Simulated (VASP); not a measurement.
A run of VASP 6.6.1:

INCAR

```
  ALGO = Normal
  EDIFF = 1E-6
  ENCUT = 520
  GGA = PE
  ISIF = 2
  ISMEAR = 0
  LASPH = True
  LCHARG = False
  LREAL = Auto
  LWAVE = False
  NBANDS = 55
  NELM = 80
  PREC = Accurate
  SIGMA = 0.05
```

KPOINTS

```
k-points
0
Gamma
  2 2 1
```

File POSCAR:

```
Si16H5Cl
1.0
    7.6791800000      0.0000000000      0.0000000000
    3.8395900000      6.6503650000      0.0000000000
    0.0000000000      0.0000000000     18.4187650000
H Si Cl
5 16 1
Direct
    0.1666666600      0.1666666600      0.0542924600
    0.6666666400      0.1666666600      0.0542924600
    0.1666666600      0.6666666300      0.0542924600
    0.6666666400      0.6666666300      0.0542924600
   -0.2654906190      1.0308360506      0.5160930301
    0.1666666600      0.1666666600      0.1357311400
    0.6666666400      0.1666666600      0.1357311400
    0.1666666600      0.6666666300      0.1357311400
    0.6666666400      0.6666666300      0.1357311400
   -0.1675273079      0.3310642013      0.1789495352
    0.3365028242      0.3310030508      0.1789813974
   -0.1670378947      0.8340400927      0.1693947859
    0.3324218405      0.8352906586      0.1830108171
   -0.2299718443      0.2970403046      0.3038895595
    0.4333460362      0.2968781121      0.3039104349
   -0.2179170507      0.9359599045      0.2873431206
    0.3437372038      0.8128636110      0.3165802238
   -0.0030123572     -0.0086216746      0.3589637099
    0.5121019757     -0.0087597033      0.3591187217
   -0.2179721155      0.9366779331      0.4420595241
    0.4984314309      0.5034631772      0.3814366808
   -0.0631997948      0.6269967873      0.4626030083
```

Potentials or basis: VASP PAW PBE potentials, release 64 (H, Si, Cl).

Run with:

```bash
$ cat potpaw_PBE.64/H/POTCAR potpaw_PBE.64/Si/POTCAR potpaw_PBE.64/Cl/POTCAR > POTCAR
$ mpirun -np 1 vasp_std > vasp.out
```

Hardware: 1 thread of AMD EPYC 9R14 (Zen 4) (shared host).

**Question.** How long does it take, and how much memory?

**Answer.** Run time: 7.8 min on 1 thread of AMD EPYC 9R14 (Zen 4), on a shared host, peak memory 0.94 GiB. Counts: scf iterations 27, k points 4.
